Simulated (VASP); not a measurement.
# Sn3Br (P6_3/mmc) in VASP: a series of runs

Runs on Sn3Br. Level: PBE. Tasks: single point.

Everything below comes from runs of VASP 6.6.1. Logs are shortened: lines on timing, memory, paths and dates and some standing lists are left out, and cuts for length are marked.

### Step 1. The cell of the first run

It takes space group P6_3/mmc (No. 194, hexagonal). Conventional cell: a = 6.708 Å, b = 6.708 Å, c = 5.896 Å, α = 90.00°, β = 90.00°, γ = 120.00°. Sn (site symmetry mm2) has 8 Sn at 3.20 to 3.50 Å and 4 Br at 3.35 to 3.57 Å within 4.2 Å. Br (site symmetry -6m2) has 12 Sn at 3.35 to 3.57 Å within 4.4 Å.

The cell was built from a structure type or drawn by symmetry, and may not be a known phase.

### Step 2. Single point, PBE

File INCAR:

```
  PREC = Accurate
  ENCUT = 520
  EDIFF = 1E-6
  ISMEAR = 0
  SIGMA = 0.1
  LREAL = False
  LASPH = True
  NELM = 60
  ALGO = Normal
  ISIF = 2
  LWAVE = False
  LCHARG = False
  GGA = PE
  NBANDS = 59
```

File KPOINTS:

```
regular mesh
0
Gamma
  6 6 6
```

File POSCAR:

```
Sn3Br
1.0
    6.7075818322      0.0000000000      0.0000000000
   -3.3537909161      5.8089362646      0.0000000000
    0.0000000000      0.0000000000      5.8957514847
Sn Br
6 2
Direct
    0.1592513713      0.3185027426      0.2500000000
    0.1592513713      0.8407486287      0.2500000000
    0.6814972574      0.8407486287      0.2500000000
    0.8407486287      0.6814972574      0.7500000000
    0.8407486287      0.1592513713      0.7500000000
    0.3185027426      0.1592513713      0.7500000000
    0.3333333333      0.6666666667      0.7500000000
    0.6666666667      0.3333333333      0.2500000000
```

Potentials or basis: VASP PAW PBE potentials, release 64 (Sn_d, Br).

On the command line:

```bash
> cat potpaw_PBE.64/Sn_d/POTCAR potpaw_PBE.64/Br/POTCAR > POTCAR
> mpirun -np 1 vasp_std > vasp.out
```

OUTCAR:

```text
PREC = Accurate
   ENCUT = 520
   EDIFF = 1E-6
   ISMEAR = 0
   LREAL = False
   LASPH = True
   NELM = 60
   ISIF = 2
   GGA = PE

 ion  position               nearest neighbor table
   1  0.159  0.319  0.250-   2 3.20   3 3.20   5 3.48   6 3.48   5 3.48   6 3.48   3 3.50   2 3.50

   2  0.159  0.841  0.250-   1 3.20   3 3.20   6 3.48   6 3.48   4 3.48   4 3.48   1 3.50   3 3.50

   3  0.681  0.841  0.250-   1 3.20   2 3.20   5 3.48   5 3.48   4 3.48   4 3.48   1 3.50   2 3.50

   4  0.841  0.681  0.750-   5 3.20   6 3.20   2 3.48   3 3.48   2 3.48   3 3.48   5 3.50   6 3.50

   5  0.841  0.159  0.750-   4 3.20   6 3.20   3 3.48   3 3.48   1 3.48   1 3.48   4 3.50   6 3.50

   6  0.319  0.159  0.750-   4 3.20   5 3.20   2 3.48   2 3.48   1 3.48   1 3.48   4 3.50   5 3.50

   7  0.333  0.667  0.750-
   8  0.667  0.333  0.250-

  LATTYP: Found a hexagonal cell.
 ALAT       =     6.7075818322
 C/A-ratio  =     0.8789682530

  Lattice vectors:

 A1 = (   6.7075818322,   0.0000000000,   0.0000000000)
 A2 = (  -3.3537909161,   5.8089362646,   0.0000000000)
 A3 = (   0.0000000000,   0.0000000000,   5.8957514847)

Analysis of symmetry for initial positions (statically):
=====================================================================
 Subroutine PRICEL returns:
 Original cell was already a primitive cell.

 Routine SETGRP: Setting up the symmetry group for a
 hexagonal supercell.

 Subroutine GETGRP returns: Found 24 space group operations
 (whereof 12 operations were pure point group operations)
 out of a pool of 24 trial point group operations.

The static configuration has the point symmetry D_3d.
 The point group associated with its full space group is D_6h.

Analysis of symmetry for dynamics (positions and initial velocities):
=====================================================================
 Subroutine PRICEL returns:
 Original cell was already a primitive cell.

 Routine SETGRP: Setting up the symmetry group for a
 hexagonal supercell.

 Subroutine GETGRP returns: Found 24 space group operations
 (whereof 12 operations were pure point group operations)
 out of a pool of 24 trial point group operations.

The dynamic configuration has the point symmetry D_3d.
 The point group associated with its full space group is D_6h.

 Subroutine INISYM returns: Found 24 space group operations
 (whereof 12 operations are pure point group operations),
 and found     1 'primitive' translations

----------------------------------------------------------------------------------------

                                     Primitive cell

  volume of cell :     229.7216

  direct lattice vectors                    reciprocal lattice vectors
     6.707581832  0.000000000  0.000000000     0.149085024  0.086074279  0.000000000
    -3.353790916  5.808936265  0.000000000     0.000000000  0.172148558  0.000000000
     0.000000000  0.000000000  5.895751485     0.000000000  0.000000000  0.169613662

  length of vectors
     6.707581832  6.707581832  5.895751485     0.172148558  0.172148558  0.169613662

  position of ions in fractional coordinates (direct lattice)
     0.159251371  0.318502743  0.250000000
     0.159251371  0.840748629  0.250000000
     0.681497257  0.840748629  0.250000000
     0.840748629  0.681497257  0.750000000
     0.840748629  0.159251371  0.750000000
     0.318502743  0.159251371  0.750000000
     0.333333333  0.666666667  0.750000000
     0.666666667  0.333333333  0.250000000

  ion indices of the primitive-cell ions
   primitive index   ion index
                 1           1
                 2           2
                 3           3
                 4           4
                 5           5
                 6           6
                 7           7
                 8           8

----------------------------------------------------------------------------------------

 KPOINTS: regular mesh

Automatic generation of k-mesh.
 Grid dimensions read from file:
 generate k-points for:    6    6    6

 Generating k-lattice:

  Cartesian coordinates                     Fractional coordinates (reciprocal lattice)
     0.024847504  0.014345713  0.000000000     0.166666667  0.000000000  0.000000000
     0.000000000  0.028691426  0.000000000     0.000000000  0.166666667  0.000000000
     0.000000000  0.000000000  0.028268944     0.000000000  0.000000000  0.166666667

  Length of vectors
     0.028691426  0.028691426  0.028268944

  Shift w.r.t. Gamma in fractional coordinates (k-lattice)
     0.000000000  0.000000000  0.000000000

 Subroutine IBZKPT returns following result:
 ===========================================

 Found     28 irreducible k-points:

 Following reciprocal coordinates:
            Coordinates               Weight
  0.000000  0.000000  0.000000      1.000000
  0.166667  0.000000  0.000000      6.000000
  0.333333  0.000000  0.000000      6.000000
  0.500000  0.000000  0.000000      3.000000
  0.166667  0.166667  0.000000      6.000000
  0.333333  0.166667  0.000000     12.000000
[... 16 lines left out ...]
  0.166667  0.000000  0.500000      6.000000
  0.333333  0.000000  0.500000      6.000000
 [... further k-points ...]
   k-points           NKPTS =     28   k-points in BZ     NKDIM =     28   number of bands    NBANDS=     59
   number of dos      NEDOS =    301   number of ions     NIONS =      8
   total plane-waves  NPLWV = 120000
   dimension x,y,z NGX =    50 NGY =   50 NGZ =   48
   dimension x,y,z NGXF=   100 NGYF=  100 NGZF=   96
   ions per type =               6   2
   NGX,Y,Z   is equivalent  to a cutoff of  12.39, 12.39, 13.53 a.u.
   NGXF,Y,Z  is equivalent  to a cutoff of  24.78, 24.78, 27.07 a.u.
 SYSTEM =  unknown system
   PREC   = accura    normal or accurate (medium, high low for compatibility)
   ISTART =      0    job   : 0-new  1-cont  2-samecut
   ICHARG =      2    charge: 1-file 2-atom 10-const
   ISPIN  =      1    spin polarized calculation?
   LNONCOLLINEAR =      F non collinear calculations
   LSORBIT =      F    spin-orbit coupling
   LASPH  =      T    aspherical Exc in radial PAW
   ENCUT  =  520.0 eV  38.22 Ry    6.18 a.u.  12.47 12.47 10.96*2*pi/ulx,y,z
   NELM   =     60;   NELMIN=  2; NELMDL= -5     # of ELM steps
   EDIFF  = 0.1E-05   stopping-criterion for ELM
   LREAL  =      F    real-space projection
   EDIFFG = 0.1E-04   stopping-criterion for IOM
   NSW    =      0    number of steps for IOM
   IBRION =     -1    ionic relax: 0-MD 1-quasi-New 2-CG
   NFREE  =      0    steps in history (QN), initial steepest desc. (CG)
   ISIF   =      2    stress and relaxation
   ISYM   =      2    0-nonsym 1-usesym 2-fastsym
   POTIM  = 0.5000    time-step for ionic-motion
   TEBEG  =    0.0;   TEEND  =   0.0 temperature during run
   PSTRESS=    0.0 pullay stress
   NELECT =      98.0000    total number of electrons
   NUPDOWN=      -1.0000    fix difference up-down
   EMIN   =  10.00;   EMAX   =-10.00  energy-range for DOS
   EFERMI =   0.00;   METHOD = LEGACY
   ISMEAR =     0;   SIGMA  =   0.10  broadening in eV -4-tet -1-fermi 0-gaus
   EFERMI_NEDOS =   21; number of points for ismear=-14 and -15
   IALGO  =     38    algorithm
   IMIX   =      4    mixing-type and parameters
     AMIX     =   0.40;   BMIX     =  1.00
     AMIX_MAG =   1.60;   BMIX_MAG =  1.00
  volume/ion in A,a.u.               =      28.72       193.78
  Fermi-wavevector in a.u.,A,eV,Ry     =   1.232394  2.328887 20.664463  1.518795
  Thomas-Fermi vector in A             =   2.367166
   LORBIT       =      0    0 simple, 1 ext, 2 COOP (PROOUT), +10 PAW based schemes
   GGA     = PE    functional components
   LHFCALC =     F    Hartree Fock is set to
   AEXX    =    0.0000 exact exchange contribution
   IVDW    =     0    specifies the selected vdW correction
   LEPSILON=     F    determine dielectric tensor
   LRPA    =     F    only Hartree local field effects (RPA)
 non-spin polarized calculation
 Gauss-broadening in eV      SIGMA  =   0.10
  energy-cutoff  :      520.00
  volume of cell :      229.72
 maximum number of plane-waves:      6228
 NGX is ok and might be reduce to    50
   NGX = 25   NGY = 25   NGZ = 21

 number of electron      97.9999936 magnetization

 Free energy of the ion-electron system (eV)
  ---------------------------------------------------
  ext. energy  EPLUGINS =         0.00000000
  ---------------------------------------------------
  free energy    TOTEN  =       -25.75689473 eV

  energy without entropy =      -25.72101518  energy(sigma->0) =      -25.73895495

 E-fermi :   6.2468     XC(G=0):  -9.7922

 val. band max:        6.2455532799   @ k =   0.3333   0.0000   0.3333
 cond. band min:       6.2527443962   @ k =   0.3333   0.0000   0.1667
 fundamental gap:      0.0071911163
 Fermi energy:         6.2467930702

 k-point     1 :       0.0000    0.0000    0.0000
  band No.  band energies     occupation
      1     -15.3498      2.00000
      2     -15.3498      2.00000
      3     -15.3389      2.00000
      4     -15.3233      2.00000
      5     -15.3233      2.00000
      6     -15.3232      2.00000
[... 51 lines left out ...]
     58      11.9056      0.00000
     59      12.1398      0.00000

 k-point     2 :       0.1667    0.0000    0.0000
  band No.  band energies     occupation
      1     -15.3479      2.00000
      2     -15.3408      2.00000
      3     -15.3319      2.00000
      4     -15.3224      2.00000
      5     -15.3179      2.00000
      6     -15.3142      2.00000
[... 51 lines left out ...]
     58      11.1408      0.00000
     59      11.4347      0.00000

 k-point     3 :       0.3333    0.0000    0.0000
  band No.  band energies     occupation
      1     -15.3446      2.00000
      2     -15.3216      2.00000
      3     -15.3186      2.00000
      4     -15.3142      2.00000
      5     -15.3062      2.00000
      6     -15.3007      2.00000
[... 1238 lines left out ...]
      5     -15.3231      2.00000
      6     -15.3231      2.00000
[... 51 lines left out ...]
     58      10.1182      0.00000
     59      11.2043      0.00000

 k-point    24 :       0.3333    0.0000    0.5000
  band No.  band energies     occupation
      1     -15.3345      2.00000
      2     -15.3345      2.00000
      3     -15.3125      2.00000
      4     -15.3125      2.00000
      5     -15.3105      2.00000
      6     -15.3105      2.00000
[... 51 lines left out ...]
     58       9.5044      0.00000
     59      10.0398      0.00000

 [... further k-points ...]

------------------------ aborting loop because EDIFF is reached ----------------------------------------

  FORCE on cell =-STRESS in cart. coord.  units (eV):
  Direction    XX          YY          ZZ          XY          YZ          ZX
  --------------------------------------------------------------------------------------
  -------------------------------------------------------------------------------------
  Total       -0.0650874     -0.0650874     -0.0574983     -0.0000000      0.0000000      0.0000000
  in kB       -0.4539478     -0.4539478     -0.4010182     -0.0000000      0.0000000      0.0000000
  external PRESSURE =      -0.4363046 kB  Pullay stress =       0.0000000 kB

 VOLUME and BASIS-vectors are now :
 -----------------------------------------------------------------------------
  energy-cutoff  :      520.00
  volume of cell :      229.72
      direct lattice vectors                 reciprocal lattice vectors
     6.707581832  0.000000000  0.000000000     0.149085024  0.086074279  0.000000000
    -3.353790916  5.808936265  0.000000000     0.000000000  0.172148558  0.000000000
     0.000000000  0.000000000  5.895751485     0.000000000  0.000000000  0.169613662

 POSITION                                       TOTAL-FORCE (eV/Angst)
 -----------------------------------------------------------------------------------
      0.00000      1.85016      1.47394         0.000000     -0.000306     -0.000000
     -1.75150      4.88386      1.47394        -0.000265      0.000153     -0.000000
      1.75150      4.88386      1.47394         0.000265      0.000153      0.000000
      3.35379      3.95877      4.42181        -0.000000      0.000306      0.000000
      5.10529      0.92508      4.42181         0.000265     -0.000153      0.000000
      1.60229      0.92508      4.42181        -0.000265     -0.000153      0.000000
     -0.00000      3.87262      4.42181        -0.000000      0.000000     -0.000000
      3.35379      1.93631      1.47394         0.000000      0.000000     -0.000000
 -----------------------------------------------------------------------------------
    total drift:                               -0.000000      0.000000     -0.000000

  FREE ENERGIE OF THE ION-ELECTRON SYSTEM (eV)
  ---------------------------------------------------
  free  energy   TOTEN  =       -25.7568947265 eV

  energy  without entropy=      -25.7210151782  energy(sigma->0) =      -25.73895495
```

Wall time 3 min (1 thread of Intel Xeon 6975P-C (Granite Rapids), shared host); peak memory 0.5 GiB.

Results:

* Free energy: -25.7569 eV
* Pressure: 0.0 GPa
* Band gap on the k mesh: zero (bands 49 and 50 overlap by 0.65 eV)

Levels at points of the mesh, in eV from the Fermi level:
```
           k point  band 45  band 46  band 47  band 48  band 49  band 50  band 51  band 52  band 53  band 54
(0.00, 0.00, 0.00)    -3.48    -2.28    -1.48    -0.50    -0.50     0.93     0.93     1.27     1.27     1.78
(0.50, 0.00, 0.00)    -2.63    -1.53    -1.50    -0.85     0.14     0.22     0.32     0.94     1.14     2.09
(0.00, 0.00, 0.50)    -1.70    -1.70     0.35     0.35     0.35     0.35     0.59     0.59     3.53     3.53
(0.50, 0.00, 0.50)    -1.79    -1.79    -0.14    -0.14     0.21     0.21     1.08     1.08     1.64     1.64
```

Caveat: spin-orbit coupling is left out, which moves the levels of the heavy elements.

### Step 3. Single point, PBE

This run uses another cell than the first one, of 28.58 Å³/atom.

File INCAR:

```
  PREC = Accurate
  ENCUT = 520
  EDIFF = 1E-6
  ISMEAR = 0
  SIGMA = 0.1
  LREAL = F
  LASPH = T
  NELM = 100
  ALGO = Normal
  ISIF = 2
  LWAVE = F
  LCHARG = F
  GGA = PE
  NBANDS = 59
```

File KPOINTS:

```
Automatic mesh
0
Gamma
  6 6 8
```

File POSCAR:

```
Sn3Br
1.0
    6.7739411593      0.0000000000      0.0000000000
   -3.3869705797      5.8664051277      0.0000000000
    0.0000000000      0.0000000000      5.7531831023
Sn Br
6 2
Direct
    0.1605594527      0.3211189054      0.2500000000
    0.1605594527      0.8394405473      0.2500000000
    0.6788810946      0.8394405473      0.2500000000
    0.8394405473      0.6788810946      0.7500000000
    0.8394405473      0.1605594527      0.7500000000
    0.3211189054      0.1605594527      0.7500000000
    0.3333333333      0.6666666667      0.7500000000
    0.6666666667      0.3333333333      0.2500000000
```

Potentials or basis: VASP PAW PBE potentials, release 64 (Sn_d, Br).

On the command line:

```bash
> cat potpaw_PBE.64/Sn_d/POTCAR potpaw_PBE.64/Br/POTCAR > POTCAR
> mpirun -np 1 vasp_std > vasp.out
```

It took 3.5 min on 1 thread of Intel Xeon 6975P-C (Granite Rapids), shared host; peak memory 0.54 GiB.

The run converged. Its results:

```yaml
Free_energy: -25.7536 eV
Pressure: 0.0 GPa
Band_gap_on_the_k_mesh: zero (bands 49 and 50 overlap by 0.68 eV)
```

Forces on the atoms (eV/Å):
```
Sn   0.000  0.003  0.000
Sn   0.002 -0.001  0.000
Sn  -0.002 -0.001  0.000
Sn   0.000 -0.003  0.000
Sn  -0.002  0.001  0.000
Sn   0.002  0.001  0.000
Br   0.000  0.000  0.000
Br   0.000  0.000  0.000
```

Levels at points of the mesh, in eV from the Fermi level:
| k point | band 47 | band 48 | band 49 | band 50 | band 51 | band 52 |
| --- | --- | --- | --- | --- | --- | --- |
| (0.00, 0.00, 0.00) | -1.44 | -0.55 | -0.55 | 0.84 | 0.84 | 1.24 |
| (0.50, 0.00, 0.00) | -1.44 | -0.90 | 0.10 | 0.14 | 0.26 | 0.94 |
| (0.00, 0.00, 0.50) | 0.25 | 0.25 | 0.25 | 0.25 | 0.84 | 0.84 |
| (0.50, 0.00, 0.50) | -0.23 | -0.23 | 0.14 | 0.14 | 1.29 | 1.29 |

Caveat: spin-orbit coupling is left out, which moves the levels of the heavy elements.
